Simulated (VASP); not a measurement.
A run of VASP 6.6.1:

File INCAR:

```
SYSTEM = Co2HgSe2
PREC = Accurate
ENCUT = 520
EDIFF = 1E-7
ISMEAR = -1
SIGMA = 0.0167
LREAL = .False.
LASPH = .True.
NELM = 100
ALGO = Normal
ISIF = 2
LWAVE = .False.
LCHARG = .False.
GGA = PE
NBANDS = 29
```

Contents of KPOINTS:

```
Automatic mesh
0
Gamma
  5 5 5
  0 0 0
```

Contents of POSCAR:

```
Co2HgSe2
1.0
    0.0000000000      3.6361827340     -0.0000001384
    3.6361827340      0.0000000000     -0.0000001384
    1.8180910316      1.8180910316     -8.8102717253
Hg Se Co
1 2 2
Direct
    0.0000000000      0.0000000000      0.0000000000
    0.3310764071      0.3310764071      0.3378471859
    0.6689235929      0.6689235929      0.6621528141
    0.7500000000      0.2500000000      0.5000000000
    0.2500000000      0.7500000000      0.5000000000
```

Potentials or basis: VASP PAW PBE potentials, release 64 (Hg, Se, Co).

Run with:

```sh
$ cat potpaw_PBE.64/Hg/POTCAR potpaw_PBE.64/Se/POTCAR potpaw_PBE.64/Co/POTCAR > POTCAR
$ mpirun -np 1 vasp_std > vasp.out
```

Hardware: 1 thread of Intel(R) Xeon(R) 6975P-C (Granite Rapids), with other jobs on the host.

**Question.** How long does it take, and how much memory?

**Answer.** Run time: 35 s on 1 thread of Intel(R) Xeon(R) 6975P-C (Granite Rapids), on a shared host, peak memory 0.25 GiB. Counts: scf iterations 18, k points 18.
